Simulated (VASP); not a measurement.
Write the native input for VASP 6.6.1 that does the following.

```
Task                   : single point
Functional             : PBEsol
Potentials or basis    : VASP PAW PBE potentials, release 64 (Ge_d)
Cutoff                 : 520 eV
k mesh                 : 12 × 12 × 6
Occupations            : gaussian, width 0.15 eV
Spin                   : no spin polarisation
Dipole correction      : no
Further INCAR settings : ALGO = Fast; EDIFF = 1e-07; NBANDS = 36
```

The structure of Ge lies in POSCAR:

```
Ge
1.0
    3.9966013242      0.0001097651      0.0000028036
   -1.9982050691      3.4610889871     -0.0001642925
   -0.0000161584     -0.0003575823      6.5944009437
Ge
4
Direct
    0.6666144360      0.3328778242      0.0628791538
    0.3334016849      0.6671449609      0.5628861958
    0.6667308322      0.3337923230      0.4371114150
    0.3332530469      0.6661848919      0.9371232355
```

This isn't the form of Ge at room conditions, which is diamond.

The input as run:

INCAR

```
SYSTEM = Ge
PREC = Accurate
ENCUT = 520
EDIFF = 1E-7
ISMEAR = 0
SIGMA = 0.15
LREAL = .FALSE.
LASPH = .TRUE.
NELM = 60
ALGO = Fast
ISIF = 2
LWAVE = .FALSE.
LCHARG = .FALSE.
GGA = PS
NBANDS = 36
```

KPOINTS

```
Automatic mesh
0
G
  12 12 6
  0 0 0
```

Potentials or basis: VASP PAW PBE potentials, release 64 (Ge_d).

Command:

```console
$ cat potpaw_PBE.64/Ge_d/POTCAR > POTCAR
$ mpirun -np 1 vasp_std > vasp.out
```

It gave:

```yaml
Pressure: -0.1 GPa
Band_gap_on_the_k_mesh: zero (bands 28 and 29 overlap by 0.02 eV)
```

Caveat: semilocal functionals underestimate gaps, and a narrow one can read as zero; the PAW data sets were made with another functional, which shifts forces and pressure a little.

Wall time 36 min on 1 thread of Oxide Virtual Turin-like Processor, with other jobs on the host, peak memory 0.93 GiB.
